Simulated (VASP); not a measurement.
# TiC: single point with PBEsol

The system is TiC.

```
Ti C
1.0
     0.00000    2.15211    2.15211
     2.15211    0.00000    2.15211
     2.15211    2.15211    0.00000
Ti C
1 1
Direct
  0.00000 0.00000 0.00000
  0.50000 0.50000 0.50000
```

```json
{
  "Program": "VASP 6.6.1",
  "Task": "single point",
  "Functional": "PBEsol",
  "Potentials or basis": "VASP PAW PBE potentials, release 64 (Ti_sv, C)",
  "Cutoff": "520 eV",
  "k mesh": "16 × 16 × 16",
  "Occupations": "gaussian, width 0.1 eV",
  "Spin": "no spin polarisation"
}
```

| Property | Result |
| --- | --- |
| Pressure | -1.8 GPa |
| Band gap on the k mesh | zero (band 8 reaches 10.20 eV, above the bottom of band 9 at 9.11 eV) |

Levels at points of the mesh, in eV from the Fermi level:
```tsv
k point	band 4	band 5	band 6	band 7	band 8	band 9	band 10	band 11	band 12	band 13
(0.00, 0.00, 0.00)	-32.38	-12.44	0.68	0.68	0.68	1.74	1.74	1.74	1.78	1.78
(0.50, 0.00, 0.00)	-32.43	-8.83	-5.95	-2.95	-2.95	3.01	3.01	4.23	8.27	8.41
(0.50, 0.50, 0.00)	-32.56	-10.12	-3.44	-1.72	0.00	0.00	2.82	3.63	3.63	6.05
```

Wall time 23 s on 1 thread of Intel(R) Xeon(R) Platinum 8559C (Emerald Rapids), with other jobs on the host, peak memory 0.17 GiB.

Caveat: the PAW data sets were made with another functional, which shifts forces and pressure a little.
